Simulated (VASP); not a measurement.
# Al (Fm-3m) in VASP: a series of runs, part 2 of 2

VASP 6.6.1. Earlier steps stand in the parts before.

### 4 Single point, LDA (volume scaled by 0.45)

Contents of INCAR:

```
SYSTEM = Al
PREC = Accurate
ENCUT = 520
EDIFF = 1E-6
ISMEAR = -1
SIGMA = 0.05
LREAL = .False.
LASPH = .True.
NELM = 80
ALGO = Normal
ISIF = 2
LWAVE = .False.
LCHARG = .False.
NBANDS = 8
```

Contents of KPOINTS:

```
Automatic mesh
0
Gamma
  18 18 18
  0 0 0
```

Contents of POSCAR:

```
Al
1.0
    0.0000000000      1.5263190457      1.5263190457
    1.5263190457      0.0000000000      1.5263190457
    1.5263190457      1.5263190457      0.0000000000
Al
1
Direct
    0.0000000000      0.0000000000      0.0000000000
```

Potentials or basis: VASP PAW LDA potentials, release 64 (Al).

Command:

```bash
> cat potpaw_LDA.64/Al/POTCAR > POTCAR
> mpirun -np 1 vasp_std > vasp.out
```

OUTCAR:

```text
SYSTEM = Al
   PREC = Accurate
   ENCUT = 520
   EDIFF = 1E-6
   ISMEAR = -1
   LREAL = .False.
   LASPH = .True.
   NELM = 80
   ISIF = 2

 ion  position               nearest neighbor table
   1  0.000  0.000  0.000-

  LATTYP: Found a face centered cubic cell.
 ALAT       =     3.0526380914

  Lattice vectors:

 A1 = (   0.0000000000,   1.5263190457,   1.5263190457)
 A2 = (   1.5263190457,   0.0000000000,   1.5263190457)
 A3 = (   1.5263190457,   1.5263190457,   0.0000000000)

Analysis of symmetry for initial positions (statically):
=====================================================================
 Subroutine PRICEL returns:
 Original cell was already a primitive cell.

 Routine SETGRP: Setting up the symmetry group for a
 face centered cubic supercell.

 Subroutine GETGRP returns: Found 48 space group operations
 (whereof 48 operations were pure point group operations)
 out of a pool of 48 trial point group operations.

The static configuration has the point symmetry O_h .

Analysis of symmetry for dynamics (positions and initial velocities):
=====================================================================
 Subroutine PRICEL returns:
 Original cell was already a primitive cell.

 Routine SETGRP: Setting up the symmetry group for a
 face centered cubic supercell.

 Subroutine GETGRP returns: Found 48 space group operations
 (whereof 48 operations were pure point group operations)
 out of a pool of 48 trial point group operations.

The dynamic configuration has the point symmetry O_h .

 Subroutine INISYM returns: Found 48 space group operations
 (whereof 48 operations are pure point group operations),
 and found     1 'primitive' translations

----------------------------------------------------------------------------------------

                                     Primitive cell

  volume of cell :       7.1116

  direct lattice vectors                    reciprocal lattice vectors
     0.000000000  1.526319046  1.526319046    -0.327585508  0.327585508  0.327585508
[... 100 lines left out ...]
   EFERMI_NEDOS =   21; number of points for ismear=-14 and -15
   IALGO  =     38    algorithm
   IMIX   =      4    mixing-type and parameters
     AMIX     =   0.40;   BMIX     =  1.00
     AMIX_MAG =   1.60;   BMIX_MAG =  1.00
  volume/ion in A,a.u.               =       7.11        47.99
  Fermi-wavevector in a.u.,A,eV,Ry     =   1.227797  2.320200 20.510587  1.507486
  Thomas-Fermi vector in A             =   2.362747
   LORBIT       =      0    0 simple, 1 ext, 2 COOP (PROOUT), +10 PAW based schemes
   GGA     = CA    functional components
   LHFCALC =     F    Hartree Fock is set to
   AEXX    =    0.0000 exact exchange contribution
   IVDW    =     0    specifies the selected vdW correction
   LEPSILON=     F    determine dielectric tensor
   LRPA    =     F    only Hartree local field effects (RPA)
 non-spin polarized calculation
  energy-cutoff  :      520.00
  volume of cell :        7.11
 maximum number of plane-waves:       202
   NGX =  9   NGY =  9   NGZ =  9

 number of electron       3.0000000 magnetization

 Free energy of the ion-electron system (eV)
  ---------------------------------------------------
  ext. energy  EPLUGINS =         0.00000000
  ---------------------------------------------------
  free energy    TOTEN  =         0.77410375 eV

  energy without entropy =        0.77654919  energy(sigma->0) =        0.77532647

 E-fermi :  19.6386     XC(G=0): -13.8941

 val. band max:       19.6337026022   @ k =   0.4444   0.1667   0.0556
 cond. band min:      19.6426059560   @ k =  -0.4444   0.3333   0.1111
 fundamental gap:      0.0089033538
 Fermi energy:        19.6386085028

 k-point     1 :       0.0000    0.0000    0.0000
  band No.  band energies     occupation
      1       2.0654      2.00000
      2      38.2000      0.00000
      3      38.2000      0.00000
      4      38.2000      0.00000
      5      44.1767      0.00000
      6      48.3261      0.00000
      7      48.3261      0.00000
      8      48.3261      0.00000
[... 243 lines left out ...]
 k-point    24 :      -0.2222    0.0556    0.0000
  band No.  band energies     occupation
      1       4.8624      2.00000
      2      25.8314      0.00000
      3      35.1326      0.00000
      4      38.5422      0.00000
      5      43.4811      0.00000
      6      44.5110      0.00000
      7      46.6143      0.00000
      8      53.0970      0.00000

 [... further k-points ...]
[... 5 lines left out ...]
  --------------------------------------------------------------------------------------
  -------------------------------------------------------------------------------------
  Total       15.9133891     15.9133891     15.9133891     -0.0000000     -0.0000000      0.0000000
  in kB     3585.1497337   3585.1497337   3585.1497337     -0.0000000     -0.0000000      0.0000000
  external PRESSURE =    3585.1497337 kB  Pullay stress =       0.0000000 kB

 VOLUME and BASIS-vectors are now :
 -----------------------------------------------------------------------------
  energy-cutoff  :      520.00
  volume of cell :        7.11
      direct lattice vectors                 reciprocal lattice vectors
     0.000000000  1.526319046  1.526319046    -0.327585508  0.327585508  0.327585508
     1.526319046  0.000000000  1.526319046     0.327585508 -0.327585508  0.327585508
     1.526319046  1.526319046  0.000000000     0.327585508  0.327585508 -0.327585508

 POSITION                                       TOTAL-FORCE (eV/Angst)
 -----------------------------------------------------------------------------------
      0.00000      0.00000      0.00000         0.000000      0.000000     -0.000000
 -----------------------------------------------------------------------------------
    total drift:                                0.000000     -0.000000      0.000000

  FREE ENERGIE OF THE ION-ELECTRON SYSTEM (eV)
  ---------------------------------------------------
  free  energy   TOTEN  =         0.7741037496 eV

  energy  without entropy=        0.7765491858  energy(sigma->0) =        0.77532647
```

stdout:

```text
POSCAR found type information on POSCAR Al
 POSCAR found :  1 types and       1 ions
 scaLAPACK will be used
 LDA part: xc-table for (Slater(with rela. corr.)+CA(PZ))
 , standard interpolation
 POSCAR, INCAR and KPOINTS ok, starting setup
 FFT: planning ... GRIDC
 FFT: planning ... GRID_SOFT
 FFT: planning ... GRID
 WAVECAR not read
 entering main loop
```

Wall time 18 s (1 thread of Intel Xeon 8259CL, shared host); peak memory 0.08 GiB.

Results:

* Free energy: 0.7741 eV
* Pressure: 358.5 GPa

### 5 Single point, LDA (volume scaled by 0.45)

Contents of INCAR:

```
SYSTEM = Al
  PREC = Accurate
  ENCUT = 520
  EDIFF = 1E-6
  ISMEAR = -1
  SIGMA = 0.05
  LREAL = .FALSE.
  LASPH = .TRUE.
  NELM = 100
  ALGO = Normal
  ISIF = 2
  LWAVE = .FALSE.
  LCHARG = .TRUE.
  GGA = CA
  LELF = .TRUE.
  LVHAR = .TRUE.
  NBANDS = 8
```

Contents of KPOINTS:

```
Automatic mesh
0
G
  18 18 18
  0 0 0
```

POSCAR is that of step 4.

Command:

```bash
> cat potpaw_LDA.64/Al/POTCAR > POTCAR
> mpirun -np 1 vasp_std > vasp.out
```

Run time: 15 s. Hardware: 1 thread of Intel Xeon 8259CL, shared host; peak memory 0.08 GiB.

Results (log left out):

| Quantity | Value |
| --- | --- |
| Free energy | 0.7741 eV |
| Pressure | 358.5 GPa |

Levels at points of the mesh, in eV from the Fermi level:
| k point | band 1 | band 2 | band 3 | band 4 | band 5 |
| --- | --- | --- | --- | --- | --- |
| (0.00, 0.00, 0.00) | -17.57 | 18.56 | 18.56 | 18.56 | 24.54 |
| (0.50, 0.00, 0.00) | -7.72 | -5.46 | 16.37 | 16.37 | 22.41 |
| (0.50, 0.50, 0.00) | -4.15 | -2.84 | 5.29 | 11.97 | 11.97 |

### 6 Single point, LDA (volume scaled by 0.55)

Contents of INCAR:

```
PREC = Accurate ; ENCUT = 520
EDIFF = 1E-7 ; ISMEAR = -1
SIGMA = 0.05 ; LREAL = F
LASPH = T ; NELM = 100
ALGO = Normal ; ISIF = 2
LWAVE = F ; LCHARG = F
NBANDS = 8
```

Contents of KPOINTS:

```
Automatic mesh
0
Gamma
  18 18 18
```

Contents of POSCAR:

```
Al
1.0
    0.0000000000      1.6319069125      1.6319069125
    1.6319069125      0.0000000000      1.6319069125
    1.6319069125      1.6319069125      0.0000000000
Al
1
Direct
    0.0000000000      0.0000000000      0.0000000000
```

Potentials or basis: VASP PAW LDA potentials, release 64 (Al).

Command:

```bash
> cat potpaw_LDA.64/Al/POTCAR > POTCAR
> mpirun -np 1 vasp_std > vasp.out
```

It took 16 s on 1 thread of Intel Xeon 8259CL, shared host; peak memory 0.09 GiB.

The run converged. Its results:

* Free energy: -1.7784 eV
* Pressure: 181.0 GPa

Levels at points of the mesh, in eV from the Fermi level:
```
           k point  band 1  band 2  band 3  band 4  band 5  band 6
(0.00, 0.00, 0.00)  -15.91   16.92   16.92   16.92   22.36   24.57
(0.50, 0.00, 0.00)   -7.02   -5.18   15.04   15.04   20.44   20.52
(0.50, 0.50, 0.00)   -4.03   -2.26    5.42    9.94    9.94   18.54
```

### 7 The runs side by side

| task | cell | cutoff (eV) | gap on the mesh (eV) | pressure (GPa) |
| --- | --- | --- | --- | --- |
| single point | a = 2.817 Å, angles 60.0°, 1 atom | 520 | none | 0.1 |
| relaxation of cell and atoms | relaxed from a = 2.864 Å, angles 60.0°, 1 atom | 600 | none | 0.0 |
| single point | a = 2.159 Å, angles 60.0°, 1 atom | 520 | none | 358.5 |
| single point | a = 2.308 Å, angles 60.0°, 1 atom | 520 | none | 181.0 |

Alike in all rows: level LDA; potentials or basis VASP PAW LDA potentials, release 64 (Al); no spin polarisation; k mesh 18 × 18 × 18; smearing fermi-dirac 0.05 eV.

Total energies depend on the potentials used, so only differences within one code and one set of settings carry meaning.
